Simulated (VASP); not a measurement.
# ZrS2 (P-3m1) in VASP: further runs, part 2 of 2

VASP 6.6.1.

**3. Density of states, PBEsol**

File POSCAR:

```
ZrS2
1.0
    3.6299990406      0.0000000000      0.0000000000
   -1.8149995203      3.1436713848      0.0000000000
    0.0000000000      0.0000000000      5.8500000000
Zr S
1 2
Direct
    0.0000000000      0.0000000000      0.0000000000
    0.3333333333      0.6666666667      0.2492000000
    0.6666666667      0.3333333333      0.7508000000
```

File INCAR.step1:

```
PREC = Accurate
ENCUT = 400
EDIFF = 1E-6
ISMEAR = -1
SIGMA = 0.02
LREAL = False
LASPH = True
NELM = 120
ALGO = Normal
ISIF = 2
LWAVE = False
LCHARG = True
LMAXMIX = 4
GGA = PS
NBANDS = 19
GGA_COMPAT = False
NEDOS = 2001
LORBIT = 11
```

File KPOINTS.step1:

```
regular mesh
0
Gamma
  8 8 4
```

File INCAR.step2:

```
PREC = Accurate
ENCUT = 400
EDIFF = 1E-6
ISMEAR = -5
SIGMA = 0.02
LREAL = False
LASPH = True
NELM = 120
ALGO = Normal
ISIF = 2
LWAVE = False
LCHARG = False
LMAXMIX = 4
GGA = PS
LORBIT = 11
NEDOS = 2001
ICHARG = 11
GGA_COMPAT = False
```

File KPOINTS.step2:

```
regular mesh
0
Gamma
  12 12 6
```

Potentials or basis: VASP PAW PBE potentials, release 64 (Zr_sv, S).

Command:

```console
$ cat potpaw_PBE.64/Zr_sv/POTCAR potpaw_PBE.64/S/POTCAR > POTCAR
$ cp INCAR.step1 INCAR
$ cp KPOINTS.step1 KPOINTS
$ mpirun -np 1 vasp_std > vasp.out
$ cp INCAR.step2 INCAR
$ cp KPOINTS.step2 KPOINTS
$ mpirun -np 1 vasp_std > vasp.out
```

OUTCAR:

```text
PREC = Accurate
   ENCUT = 400
   EDIFF = 1E-6
   ISMEAR = -5
   LREAL = False
   LASPH = True
   NELM = 120
   ISIF = 2
   GGA = PS
   LORBIT = 11
   ICHARG = 11

 ion  position               nearest neighbor table
   1  0.000  0.000  0.000-   2 2.55   3 2.55   2 2.55   3 2.55   3 2.55   2 2.55
   2  0.333  0.667  0.249-   1 2.55   1 2.55   1 2.55
   3  0.667  0.333  0.751-   1 2.55   1 2.55   1 2.55

  LATTYP: Found a hexagonal cell.
 ALAT       =     3.6299990406
 C/A-ratio  =     1.6115706739

  Lattice vectors:

 A1 = (   3.6299990406,   0.0000000000,   0.0000000000)
 A2 = (  -1.8149995203,   3.1436713848,   0.0000000000)
 A3 = (   0.0000000000,   0.0000000000,   5.8500000000)

Analysis of symmetry for initial positions (statically):
=====================================================================
 Subroutine PRICEL returns:
 Original cell was already a primitive cell.

 Routine SETGRP: Setting up the symmetry group for a
 hexagonal supercell.

 Subroutine GETGRP returns: Found 12 space group operations
 (whereof 12 operations were pure point group operations)
 out of a pool of 24 trial point group operations.

The static configuration has the point symmetry D_3d.

Analysis of symmetry for dynamics (positions and initial velocities):
=====================================================================
 Subroutine PRICEL returns:
 Original cell was already a primitive cell.

 Routine SETGRP: Setting up the symmetry group for a
 hexagonal supercell.

 Subroutine GETGRP returns: Found 12 space group operations
 (whereof 12 operations were pure point group operations)
 out of a pool of 24 trial point group operations.

The dynamic configuration has the point symmetry D_3d.

 Subroutine INISYM returns: Found 12 space group operations
 (whereof 12 operations are pure point group operations),
 and found     1 'primitive' translations

----------------------------------------------------------------------------------------

                                     Primitive cell

  volume of cell :      66.7574

  direct lattice vectors                    reciprocal lattice vectors
     3.629999041  0.000000000  0.000000000     0.275482166  0.159049703  0.000000000
    -1.814999520  3.143671385  0.000000000     0.000000000  0.318099406  0.000000000
     0.000000000  0.000000000  5.850000000     0.000000000  0.000000000  0.170940171

  length of vectors
     3.629999041  3.629999041  5.850000000     0.318099406  0.318099406  0.170940171

  position of ions in fractional coordinates (direct lattice)
     0.000000000  0.000000000  0.000000000
     0.333333333  0.666666667  0.249200000
     0.666666667  0.333333333  0.750800000

  ion indices of the primitive-cell ions
   primitive index   ion index
                 1           1
                 2           2
                 3           3

----------------------------------------------------------------------------------------

 KPOINTS: regular mesh

Automatic generation of k-mesh.
 Grid dimensions read from file:
 generate k-points for:   12   12    6

 Generating k-lattice:

  Cartesian coordinates                     Fractional coordinates (reciprocal lattice)
     0.022956847  0.013254142  0.000000000     0.083333333  0.000000000  0.000000000
     0.000000000  0.026508284  0.000000000     0.000000000  0.083333333  0.000000000
     0.000000000  0.000000000  0.028490028     0.000000000  0.000000000  0.166666667

  Length of vectors
     0.026508284  0.026508284  0.028490028

  Shift w.r.t. Gamma in fractional coordinates (k-lattice)
     0.000000000  0.000000000  0.000000000

 TETIRR: Found   1229 inequivalent tetrahedra from     5184

 Subroutine IBZKPT returns following result:
 ===========================================

 Found    100 irreducible k-points:

 Following reciprocal coordinates:
            Coordinates               Weight
  0.000000  0.000000  0.000000      1.000000
  0.083333 -0.000000  0.000000      6.000000
  0.166667  0.000000  0.000000      6.000000
  0.250000  0.000000  0.000000      6.000000
  0.333333  0.000000  0.000000      6.000000
  0.416667 -0.000000  0.000000      6.000000
[... 16 lines left out ...]
  0.166667  0.000000  0.166667      6.000000
  0.000000  0.166667  0.166667      6.000000
 [... further k-points ...]
   k-points           NKPTS =    100   k-points in BZ     NKDIM =    100   number of bands    NBANDS=     16
   number of dos      NEDOS =   2001   number of ions     NIONS =      3
   total plane-waves  NPLWV =  23040
   dimension x,y,z NGX =    24 NGY =   24 NGZ =   40
   dimension x,y,z NGXF=    48 NGYF=   48 NGZF=   80
   ions per type =               1   2
   NGX,Y,Z   is equivalent  to a cutoff of  10.99, 10.99, 11.37 a.u.
   NGXF,Y,Z  is equivalent  to a cutoff of  21.98, 21.98, 22.73 a.u.
 SYSTEM =  unknown system
   PREC   = accura    normal or accurate (medium, high low for compatibility)
   ISTART =      0    job   : 0-new  1-cont  2-samecut
   ICHARG =     11    charge: 1-file 2-atom 10-const
   ISPIN  =      1    spin polarized calculation?
   LNONCOLLINEAR =      F non collinear calculations
   LSORBIT =      F    spin-orbit coupling
   LASPH  =      T    aspherical Exc in radial PAW
   ENCUT  =  400.0 eV  29.40 Ry    5.42 a.u.   5.92  5.92  9.54*2*pi/ulx,y,z
   NELM   =    120;   NELMIN=  2; NELMDL=  0     # of ELM steps
   EDIFF  = 0.1E-05   stopping-criterion for ELM
   LREAL  =      F    real-space projection
   EDIFFG = 0.1E-04   stopping-criterion for IOM
   NSW    =      0    number of steps for IOM
   IBRION =     -1    ionic relax: 0-MD 1-quasi-New 2-CG
   NFREE  =      0    steps in history (QN), initial steepest desc. (CG)
   ISIF   =      2    stress and relaxation
   ISYM   =      2    0-nonsym 1-usesym 2-fastsym
   POTIM  = 0.5000    time-step for ionic-motion
   TEBEG  =    0.0;   TEEND  =   0.0 temperature during run
   PSTRESS=    0.0 pullay stress
   NELECT =      24.0000    total number of electrons
   NUPDOWN=      -1.0000    fix difference up-down
   EMIN   =  10.00;   EMAX   =-10.00  energy-range for DOS
   EFERMI =   0.00;   METHOD = LEGACY
   ISMEAR =    -5;   SIGMA  =   0.02  broadening in eV -4-tet -1-fermi 0-gaus
   EFERMI_NEDOS =   21; number of points for ismear=-14 and -15
   IALGO  =     38    algorithm
   IMIX   =      4    mixing-type and parameters
     AMIX     =   0.40;   BMIX     =  1.00
     AMIX_MAG =   1.60;   BMIX_MAG =  1.00
  volume/ion in A,a.u.               =      22.25       150.17
  Fermi-wavevector in a.u.,A,eV,Ry     =   1.164069  2.199772 18.436666  1.355057
  Thomas-Fermi vector in A             =   2.300611
   LORBIT       =     11    0 simple, 1 ext, 2 COOP (PROOUT), +10 PAW based schemes
   GGA     = PS    functional components
   LHFCALC =     F    Hartree Fock is set to
   AEXX    =    0.0000 exact exchange contribution
   IVDW    =     0    specifies the selected vdW correction
   LEPSILON=     F    determine dielectric tensor
   LRPA    =     F    only Hartree local field effects (RPA)
 non-spin polarized calculation
 Fermi weights with tetrahedron method with Bloechl corrections
  energy-cutoff  :      400.00
  volume of cell :       66.76
 maximum number of plane-waves:      1230

 number of electron      24.0000004 magnetization

 Free energy of the ion-electron system (eV)
  ---------------------------------------------------
  ext. energy  EPLUGINS =         0.00000000
  ---------------------------------------------------
  free energy    TOTEN  =       -22.55922689 eV

  energy without entropy =      -22.55922689  energy(sigma->0) =      -22.55922689

 E-fermi :   4.8575     XC(G=0):  -9.8836

 val. band max:        4.8349279786   @ k =   0.0833  -0.0000   0.0000
 cond. band min:       5.5583733559   @ k =   0.5000   0.0000   0.5000
 fundamental gap:      0.7234453772
 Fermi energy:         4.8574853402

 k-point     1 :       0.0000    0.0000    0.0000
  band No.  band energies     occupation
      1     -44.0195      2.00000
      2     -22.1379      2.00000
      3     -21.9676      2.00000
      4     -21.9676      2.00000
      5      -8.0116      2.00000
      6      -6.4474      2.00000
[... 433 lines left out ...]
      3     -22.0437      2.00000
      4     -21.9839      2.00000
      5      -7.6742      2.00000
      6      -6.5850      2.00000
[... 8 lines left out ...]
     15       7.6020      0.00000
     16       9.3466      0.00000

 [... further k-points ...]
[... 5 lines left out ...]
  --------------------------------------------------------------------------------------
  -------------------------------------------------------------------------------------
  Total       -0.1680466     -0.1680466     -0.1267965      0.0000000      0.0000000     -0.0000000
  in kB       -4.0331169     -4.0331169     -3.0431157      0.0000000      0.0000000     -0.0000000
  external PRESSURE =      -3.7031165 kB  Pullay stress =       0.0000000 kB

 VOLUME and BASIS-vectors are now :
 -----------------------------------------------------------------------------
  energy-cutoff  :      400.00
  volume of cell :       66.76
      direct lattice vectors                 reciprocal lattice vectors
     3.629999041  0.000000000  0.000000000     0.275482166  0.159049703  0.000000000
    -1.814999520  3.143671385  0.000000000     0.000000000  0.318099406  0.000000000
     0.000000000  0.000000000  5.850000000     0.000000000  0.000000000  0.170940171

 POSITION                                       TOTAL-FORCE (eV/Angst)
 -----------------------------------------------------------------------------------
      0.00000      0.00000      0.00000        -0.000000      0.000000      0.000000
     -0.00000      2.09578      1.45782        -0.000000      0.000000     -0.055997
      1.81500      1.04789      4.39218         0.000000      0.000000      0.055997
 -----------------------------------------------------------------------------------
    total drift:                                0.000000      0.000000      0.000000

  FREE ENERGIE OF THE ION-ELECTRON SYSTEM (eV)
  ---------------------------------------------------
  free  energy   TOTEN  =       -22.5592268874 eV

  energy  without entropy=      -22.5592268874  energy(sigma->0) =      -22.55922689

 total charge

# of ion       s       p       d       tot
------------------------------------------
    1        2.177   6.024   1.476   9.676
    2        1.341   2.389   0.000   3.730
    3        1.341   2.389   0.000   3.730
--------------------------------------------------
tot          4.858  10.802   1.476  17.136
```

Run time: 94 s. Hardware: 1 thread of Intel Xeon 8259CL, shared host; peak memory 0.2 GiB.

What came out:

| Item | Value |
| --- | --- |
| Valence electrons inside the program's atomic spheres | Zr 9.68; S 3.73 |

Caveat: the PAW data sets were made with another functional, which shifts forces and pressure a little; this functional lacks dispersion, which binds the layers, so the pressure and a relaxed spacing across them are unreliable.

**4. Against experiment**

Step 2. Measured gap of ZrS2: 1.68 eV (indirect; quoted in “Stress-Tuned Optical Transitions in Layered 1T-MX2 (M= Hf, Zr, Sn; X= S, Se) Crystals”, 2022, arxiv:2210.12074). This calculation gives 0.74 eV (-0.94 eV). Spin-orbit coupling on Zr is left out. The value is that of PBEsol on a finite k mesh, which can miss the band edges, without temperature or zero-point motion. Semilocal functionals fall short of measured gaps as a rule.
